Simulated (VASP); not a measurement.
**AlGa3As4: single point with r2SCAN**

The system is AlGa3As4.

```xyz
8
Lattice="5.7812 0.0000 0.0000 0.0000 5.7812 0.0000 0.0000 0.0000 5.7812" Properties=species:S:1:pos:R:3 pbc="T T T"
Al    0.0000    0.0000    0.0000
As    1.4438    1.4438    1.4438
As    4.3374    4.3374    1.4438
As    4.3374    1.4438    4.3374
As    1.4438    4.3374    4.3374
Ga    2.8906    2.8906    0.0000
Ga    2.8906    0.0000    2.8906
Ga    0.0000    2.8906    2.8906
```

* Program: VASP 6.6.1
* Task: single point
* Functional: r2SCAN
* Potentials or basis: VASP PAW PBE potentials, release 64 (Al, As, Ga_d)
* Cutoff: 520 eV
* k mesh: 4 × 4 × 4
* Occupations: gaussian, width 0.01 eV
* Spin: no spin polarisation
* Dipole correction: no
* Further INCAR settings: ALGO = Normal; EDIFF = 1e-07; NBANDS = 41

- Pressure: -3.7 GPa
- Largest force: 0.022 eV/Å
- Band gap on the k mesh: 0.85 eV

Forces in eV/Å, atoms in the order of the input:
```
Al   0.000  0.000  0.000
As  -0.013 -0.013 -0.013
As   0.013  0.013 -0.013
As   0.013 -0.013  0.013
As  -0.013  0.013  0.013
Ga   0.000  0.000  0.000
Ga   0.000  0.000  0.000
Ga   0.000  0.000  0.000
```

Levels at points of the mesh, in eV from the valence-band top:
```tsv
k point	band 29	band 30	band 31	band 32	band 33	band 34
(0.00, 0.00, 0.00)	0.00	0.00	0.00	0.85	1.89	1.89
(0.50, 0.00, 0.00)	-1.55	-1.45	-1.45	2.34	2.54	3.55
(0.50, 0.50, 0.00)	-1.09	-1.09	-1.01	2.91	3.03	3.03
(0.50, 0.50, 0.50)	-0.96	-0.96	-0.96	1.23	1.23	1.23
```

Wall time 7.6 min on 1 thread of Intel Xeon 8259CL, with other jobs on the host, peak memory 0.4 GiB.

Caveat: the cell stands under tension; the PAW data sets were made with another functional, which shifts forces and pressure a little. A k mesh can miss the band edges.
